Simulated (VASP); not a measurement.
Wanted: the native input for a VASP 6.6.1 run.

```
Task                   : single point
Functional             : PBEsol
Potentials or basis    : VASP PAW PBE potentials, release 64 (Ti_sv, O)
Cutoff                 : 520 eV
k mesh                 : 8 × 8 × 8
Occupations            : gaussian, width 0.01 eV
Spin                   : no spin polarisation
Dipole correction      : no
Further INCAR settings : ALGO = Normal; EDIFF = 1e-07; NBANDS = 33
```

The structure of TiO2 lies in POSCAR:

```
TiO2
1.0
   -1.9412672932      1.9412672932      4.8809211427
    1.9412672932     -1.9412672932      4.8809211427
    1.9412672932      1.9412672932     -4.8809211427
Ti O
2 4
Direct
    0.0000000000      0.0000000000      0.0000000000
    0.7500000000      0.2500000000      0.5000000000
    0.2081000000      0.2081000000      0.0000000000
    0.9581000000      0.4581000000      0.5000000000
    0.5419000000      0.0419000000      0.5000000000
    0.7919000000      0.7919000000      0.0000000000
```

These files were run (other wordings do the same):

INCAR

```
  PREC = Accurate
  ENCUT = 520
  EDIFF = 1E-7
  ISMEAR = 0
  SIGMA = 0.01
  LREAL = False
  LASPH = True
  NELM = 60
  ALGO = Normal
  ISIF = 2
  LWAVE = False
  LCHARG = True
  GGA = PS
  LELF = True
  LVHAR = True
  NBANDS = 33
```

KPOINTS

```
Automatic mesh
0
Gamma
  8 8 8
```

Potentials or basis: VASP PAW PBE potentials, release 64 (Ti_sv, O).

Run with:

```console
$ cat potpaw_PBE.64/Ti_sv/POTCAR potpaw_PBE.64/O/POTCAR > POTCAR
$ mpirun -np 1 vasp_std > vasp.out
```

It gave:

The pressure is -14.7 GPa and the largest force is 0.402 eV/Å. The band gap on the k mesh is 1.92 eV (least direct gap 2.22 eV).

Caveat: the cell stands under tension; the PAW data sets were made with another functional, which shifts forces and pressure a little.

Wall time 8.5 min on 1 thread of Intel Xeon 8259CL, with other jobs on the host, peak memory 0.28 GiB.
